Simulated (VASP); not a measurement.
# Au (I4/mmm) in VASP: a series of runs

Runs on Au. Level: PBEsol. Tasks: single point.

Program: VASP 6.6.1. These are calculated values, not measurements. Logs are shortened: lines on timing, memory, paths and dates and some standing lists are left out, and cuts for length are marked.

### Step 1. The cell of the first run

The structure is tetragonal, space group I4/mmm (No. 139). The conventional cell has a = 3.182 Å, b = 3.182 Å, c = 3.315 Å, α = 90.00°, β = 90.00°, γ = 90.00°. Au (site symmetry 4/mmm) has 14 Au at 2.79 to 3.31 Å within 3.7 Å.

### Step 2. Single point, PBEsol (strain -0.040 along x and y, +0.000 along z)

INCAR reads:

```
PREC = Accurate
ENCUT = 520
EDIFF = 1E-6
ISMEAR = 0
SIGMA = 0.15
LREAL = False
LASPH = True
NELM = 60
ALGO = Normal
ISIF = 2
LWAVE = False
LCHARG = False
GGA = PS
NBANDS = 12
```

KPOINTS reads:

```
regular mesh
0
Gamma
  20 20 20
```

POSCAR reads:

```
Au
1.0
   -1.5909782400      1.5909782400      1.6572690000
    1.5909782400     -1.5909782400      1.6572690000
    1.5909782400      1.5909782400     -1.6572690000
Au
1
Direct
    0.0000000000      0.0000000000      0.0000000000
```

Potentials or basis: VASP PAW PBE potentials, release 64 (Au).

The run is started by

```bash
$ cat potpaw_PBE.64/Au/POTCAR > POTCAR
$ mpirun -np 1 vasp_std > vasp.out
```

OUTCAR:

```text
PREC = Accurate
   ENCUT = 520
   EDIFF = 1E-6
   ISMEAR = 0
   LREAL = False
   LASPH = True
   NELM = 60
   ISIF = 2
   GGA = PS

 ion  position               nearest neighbor table
   1  0.000  0.000  0.000-

  LATTYP: Found a body centered tetragonal cell.
 ALAT       =     3.1819564800
 C/A-ratio  =     1.0416666667

  Lattice vectors:

 A1 = (  -1.5909782400,   1.5909782400,   1.6572690000)
 A2 = (   1.5909782400,  -1.5909782400,   1.6572690000)
 A3 = (   1.5909782400,   1.5909782400,  -1.6572690000)

Analysis of symmetry for initial positions (statically):
=====================================================================
 Subroutine PRICEL returns:
 Original cell was already a primitive cell.

 Routine SETGRP: Setting up the symmetry group for a
 body centered tetragonal supercell.

 Subroutine GETGRP returns: Found 16 space group operations
 (whereof 16 operations were pure point group operations)
 out of a pool of 16 trial point group operations.

The static configuration has the point symmetry D_4h.

Analysis of symmetry for dynamics (positions and initial velocities):
=====================================================================
 Subroutine PRICEL returns:
 Original cell was already a primitive cell.

 Routine SETGRP: Setting up the symmetry group for a
 body centered tetragonal supercell.

 Subroutine GETGRP returns: Found 16 space group operations
 (whereof 16 operations were pure point group operations)
 out of a pool of 16 trial point group operations.

The dynamic configuration has the point symmetry D_4h.

 Subroutine INISYM returns: Found 16 space group operations
 (whereof 16 operations are pure point group operations),
 and found     1 'primitive' translations

----------------------------------------------------------------------------------------

                                     Primitive cell

  volume of cell :      16.7796

  direct lattice vectors                    reciprocal lattice vectors
    -1.590978240  1.590978240  1.657269000     0.000000000  0.314272054  0.301701172
     1.590978240 -1.590978240  1.657269000     0.314272054  0.000000000  0.301701172
     1.590978240  1.590978240 -1.657269000     0.314272054  0.314272054  0.000000000

  length of vectors
     2.794452372  2.794452372  2.794452372     0.435649540  0.435649540  0.444447802

  position of ions in fractional coordinates (direct lattice)
     0.000000000  0.000000000  0.000000000

  ion indices of the primitive-cell ions
   primitive index   ion index
                 1           1

----------------------------------------------------------------------------------------

 KPOINTS: regular mesh

Automatic generation of k-mesh.
 Grid dimensions read from file:
 generate k-points for:   20   20   20

 Generating k-lattice:

  Cartesian coordinates                     Fractional coordinates (reciprocal lattice)
     0.000000000  0.015713603  0.015085059     0.050000000 -0.000000000  0.000000000
     0.015713603  0.000000000  0.015085059    -0.000000000  0.050000000  0.000000000
     0.015713603  0.015713603  0.000000000     0.000000000  0.000000000  0.050000000

  Length of vectors
     0.021782477  0.021782477  0.022222390

  Shift w.r.t. Gamma in fractional coordinates (k-lattice)
     0.000000000  0.000000000  0.000000000

 Subroutine IBZKPT returns following result:
 ===========================================

 Found    641 irreducible k-points:

 Following reciprocal coordinates:
            Coordinates               Weight
  0.000000  0.000000  0.000000      1.000000
  0.050000 -0.000000  0.000000      8.000000
  0.100000  0.000000  0.000000      8.000000
  0.150000 -0.000000  0.000000      8.000000
  0.200000  0.000000  0.000000      8.000000
  0.250000 -0.000000  0.000000      8.000000
[... 16 lines left out ...]
 -0.400000  0.050000 -0.000000     16.000000
 -0.350000  0.050000 -0.000000     16.000000
 [... further k-points ...]
   k-points           NKPTS =    641   k-points in BZ     NKDIM =    641   number of bands    NBANDS=     12
   number of dos      NEDOS =    301   number of ions     NIONS =      1
   total plane-waves  NPLWV =  13824
   dimension x,y,z NGX =    24 NGY =   24 NGZ =   24
   dimension x,y,z NGXF=    48 NGYF=   48 NGZF=   48
   ions per type =               1
   NGX,Y,Z   is equivalent  to a cutoff of  14.28, 14.28, 14.28 a.u.
   NGXF,Y,Z  is equivalent  to a cutoff of  28.56, 28.56, 28.56 a.u.
 SYSTEM =  unknown system
   PREC   = accura    normal or accurate (medium, high low for compatibility)
   ISTART =      0    job   : 0-new  1-cont  2-samecut
   ICHARG =      2    charge: 1-file 2-atom 10-const
   ISPIN  =      1    spin polarized calculation?
   LNONCOLLINEAR =      F non collinear calculations
   LSORBIT =      F    spin-orbit coupling
   LASPH  =      T    aspherical Exc in radial PAW
   ENCUT  =  520.0 eV  38.22 Ry    6.18 a.u.   5.20  5.20  5.20*2*pi/ulx,y,z
   NELM   =     60;   NELMIN=  2; NELMDL= -5     # of ELM steps
   EDIFF  = 0.1E-05   stopping-criterion for ELM
   LREAL  =      F    real-space projection
   EDIFFG = 0.1E-04   stopping-criterion for IOM
   NSW    =      0    number of steps for IOM
   IBRION =     -1    ionic relax: 0-MD 1-quasi-New 2-CG
   NFREE  =      0    steps in history (QN), initial steepest desc. (CG)
   ISIF   =      2    stress and relaxation
   ISYM   =      2    0-nonsym 1-usesym 2-fastsym
   POTIM  = 0.5000    time-step for ionic-motion
   TEBEG  =    0.0;   TEEND  =   0.0 temperature during run
   PSTRESS=    0.0 pullay stress
   NELECT =      11.0000    total number of electrons
   NUPDOWN=      -1.0000    fix difference up-down
   EMIN   =  10.00;   EMAX   =-10.00  energy-range for DOS
   EFERMI =   0.00;   METHOD = LEGACY
   ISMEAR =     0;   SIGMA  =   0.15  broadening in eV -4-tet -1-fermi 0-gaus
   EFERMI_NEDOS =   21; number of points for ismear=-14 and -15
   IALGO  =     38    algorithm
   IMIX   =      4    mixing-type and parameters
     AMIX     =   0.40;   BMIX     =  1.00
     AMIX_MAG =   1.60;   BMIX_MAG =  1.00
  volume/ion in A,a.u.               =      16.78       113.23
  Fermi-wavevector in a.u.,A,eV,Ry     =   1.422149  2.687473 27.517906  2.022509
  Thomas-Fermi vector in A             =   2.542884
   LORBIT       =      0    0 simple, 1 ext, 2 COOP (PROOUT), +10 PAW based schemes
   GGA     = PS    functional components
   LHFCALC =     F    Hartree Fock is set to
   AEXX    =    0.0000 exact exchange contribution
   IVDW    =     0    specifies the selected vdW correction
   LEPSILON=     F    determine dielectric tensor
   LRPA    =     F    only Hartree local field effects (RPA)
 non-spin polarized calculation
 Gauss-broadening in eV      SIGMA  =   0.15
  energy-cutoff  :      520.00
  volume of cell :       16.78
 maximum number of plane-waves:       474
 NGX is ok and might be reduce to    24
   NGX = 11   NGY = 11   NGZ = 11

 number of electron      11.0000001 magnetization

 Free energy of the ion-electron system (eV)
  ---------------------------------------------------
  ext. energy  EPLUGINS =         0.00000000
  ---------------------------------------------------
  free energy    TOTEN  =        -3.90300951 eV

  energy without entropy =       -3.90018566  energy(sigma->0) =       -3.90159758

 E-fermi :   9.5598     XC(G=0): -12.9791

 val. band max:        9.5560279722   @ k =   0.4000   0.1000   0.0000
 cond. band min:       9.5737613968   @ k =  -0.1000  -0.4500   0.0500
 fundamental gap:      0.0177334246
 Fermi energy:         9.5597963907

 k-point     1 :       0.0000    0.0000    0.0000
  band No.  band energies     occupation
      1      -0.5363      2.00000
      2       4.5111      2.00000
      3       4.5111      2.00000
      4       4.7804      2.00000
      5       6.4201      2.00000
      6       6.7340      2.00000
      7      25.5807      0.00000
      8      26.2825      0.00000
      9      26.2825      0.00000
     10      33.1967      0.00000
     11      34.5569      0.00000
     12      34.6600      0.00000

 k-point     2 :       0.0500   -0.0000    0.0000
  band No.  band energies     occupation
      1      -0.4435      2.00000
      2       4.5152      2.00000
      3       4.5247      2.00000
      4       4.8036      2.00000
      5       6.3945      2.00000
      6       6.7211      2.00000
      7      25.6257      0.00000
      8      26.2724      0.00000
      9      26.4033      0.00000
     10      32.1433      0.00000
     11      33.2053      0.00000
     12      34.2958      0.00000

 k-point     3 :       0.1000    0.0000    0.0000
  band No.  band energies     occupation
      1      -0.1709      2.00000
      2       4.4966      2.00000
      3       4.5250      2.00000
      4       4.9432      2.00000
      5       6.3224      2.00000
      6       6.6957      2.00000
      7      25.6583      0.00000
      8      26.1383      0.00000
      9      26.7577      0.00000
     10      30.8457      0.00000
     11      31.6449      0.00000
     12      33.3109      0.00000
[... 286 lines left out ...]
 k-point    23 :      -0.4000    0.0500   -0.0000
  band No.  band energies     occupation
      1       2.1693      2.00000
      2       3.7221      2.00000
      3       5.9033      2.00000
      4       6.4441      2.00000
      5       6.8695      2.00000
      6       7.7508      2.00000
      7      16.3489      0.00000
      8      22.7525      0.00000
      9      24.9050      0.00000
     10      30.8886      0.00000
     11      31.7447      0.00000
     12      32.7912      0.00000

 k-point    24 :      -0.3500    0.0500   -0.0000
  band No.  band energies     occupation
      1       2.0414      2.00000
      2       3.8478      2.00000
      3       5.2788      2.00000
      4       6.2109      2.00000
      5       6.7899      2.00000
      6       7.1312      2.00000
      7      18.3801      0.00000
      8      23.3766      0.00000
      9      25.9883      0.00000
     10      30.1110      0.00000
     11      31.4039      0.00000
     12      32.5009      0.00000

 [... further k-points ...]

------------------------ aborting loop because EDIFF is reached ----------------------------------------

  FORCE on cell =-STRESS in cart. coord.  units (eV):
  Direction    XX          YY          ZZ          XY          YZ          ZX
  --------------------------------------------------------------------------------------
  -------------------------------------------------------------------------------------
  Total        0.2638688      0.2638688      0.2824812      0.0000000     -0.0000000      0.0000000
  in kB       25.1951609     25.1951609     26.9723370      0.0000000     -0.0000000      0.0000000
  external PRESSURE =      25.7875530 kB  Pullay stress =       0.0000000 kB

 VOLUME and BASIS-vectors are now :
 -----------------------------------------------------------------------------
  energy-cutoff  :      520.00
  volume of cell :       16.78
      direct lattice vectors                 reciprocal lattice vectors
    -1.590978240  1.590978240  1.657269000     0.000000000  0.314272054  0.301701172
     1.590978240 -1.590978240  1.657269000     0.314272054  0.000000000  0.301701172
     1.590978240  1.590978240 -1.657269000     0.314272054  0.314272054  0.000000000

 POSITION                                       TOTAL-FORCE (eV/Angst)
 -----------------------------------------------------------------------------------
      0.00000      0.00000      0.00000         0.000000     -0.000000     -0.000000
 -----------------------------------------------------------------------------------
    total drift:                               -0.000000      0.000000     -0.000000

  FREE ENERGIE OF THE ION-ELECTRON SYSTEM (eV)
  ---------------------------------------------------
  free  energy   TOTEN  =        -3.9030095063 eV

  energy  without entropy=       -3.9001856626  energy(sigma->0) =       -3.90159758
```

Run time: 59 s. Hardware: 1 thread of Intel Xeon Platinum 8259CL at 2.50GHz (Skylake/Cascade Lake), shared host; peak memory 0.25 GiB.

What came out:

```yaml
Free_energy: -3.9030 eV
Pressure: 2.6 GPa
```

Stress tensor (GPa, compression positive):
```
2.52 0.00 0.00
0.00 2.52 0.00
0.00 0.00 2.70
```

Levels at points of the mesh, in eV from the Fermi level:
```csv
k point,band 2,band 3,band 4,band 5,band 6,band 7,band 8,band 9,band 10,band 11
"(0.00, 0.00, 0.00)",-5.05,-5.05,-4.78,-3.14,-2.83,16.02,16.72,16.72,23.64,25.00
"(0.50, 0.00, 0.00)",-5.99,-3.29,-2.74,-1.40,-0.86,3.53,12.53,14.30,22.50,22.57
"(0.50, 0.50, 0.00)",-6.29,-2.90,-2.65,-1.33,-0.62,3.87,11.98,13.36,21.21,22.03
"(0.50, 0.50, 0.50)",-6.99,-1.83,-1.74,-1.74,5.47,6.65,6.65,9.80,15.81,16.61
```

Caveat: the cell differs from its parent crystal (strain -0.040 along x and y, +0.000 along z); the PAW data sets were made with another functional, which shifts forces and pressure a little; spin-orbit coupling is left out, which moves the levels of the heavy elements.

### Step 3. Single point, PBEsol (strain +0.000 along x and y, -0.040 along z)

INCAR reads:

```
SYSTEM = Au
  PREC = Accurate
  ENCUT = 520
  EDIFF = 1E-7
  ISMEAR = 0
  SIGMA = 0.15
  LREAL = .FALSE.
  LASPH = .TRUE.
  NELM = 100
  ALGO = Normal
  ISIF = 2
  LWAVE = .FALSE.
  LCHARG = .FALSE.
  GGA = PS
  NBANDS = 12
```

KPOINTS reads:

```
Automatic mesh
0
G
  20 20 20
  0 0 0
```

POSCAR reads:

```
Au
1.0
   -1.6572690000      1.6572690000      1.5909782400
    1.6572690000     -1.6572690000      1.5909782400
    1.6572690000      1.6572690000     -1.5909782400
Au
1
Direct
    0.0000000000      0.0000000000      0.0000000000
```

Potentials or basis: VASP PAW PBE potentials, release 64 (Au).

The run is started by

```bash
$ cat potpaw_PBE.64/Au/POTCAR > POTCAR
$ mpirun -np 1 vasp_std > vasp.out
```

It took 59 s on 1 thread of Intel Xeon Platinum 8259CL at 2.50GHz (Skylake/Cascade Lake), shared host; peak memory 0.25 GiB.

It converged, with:

| Item | Value |
| --- | --- |
| Free energy | -3.8993 eV |
| Pressure | -4.3 GPa |

Stress tensor (GPa, compression positive):
```
-4.19  0.00  0.00
 0.00 -4.19  0.00
 0.00  0.00 -4.51
```

Levels at points of the mesh, in eV from the Fermi level:
| k point | band 3 | band 4 | band 5 | band 6 | band 7 | band 8 | band 9 | band 10 |
| --- | --- | --- | --- | --- | --- | --- | --- | --- |
| (0.00, 0.00, 0.00) | -4.66 | -4.66 | -3.06 | -2.74 | 16.21 | 16.21 | 16.97 | 23.40 |
| (0.50, 0.00, 0.00) | -2.99 | -2.57 | -1.39 | -0.54 | 3.49 | 12.12 | 13.37 | 21.01 |
| (0.50, 0.50, 0.00) | -3.25 | -2.78 | -1.44 | -0.77 | 3.16 | 12.69 | 14.31 | 22.14 |
| (0.50, 0.50, 0.50) | -1.80 | -1.80 | -1.72 | 5.81 | 5.81 | 6.99 | 9.30 | 15.28 |

Caveat: the cell differs from its parent crystal (strain +0.000 along x and y, -0.040 along z); the PAW data sets were made with another functional, which shifts forces and pressure a little; spin-orbit coupling is left out, which moves the levels of the heavy elements.
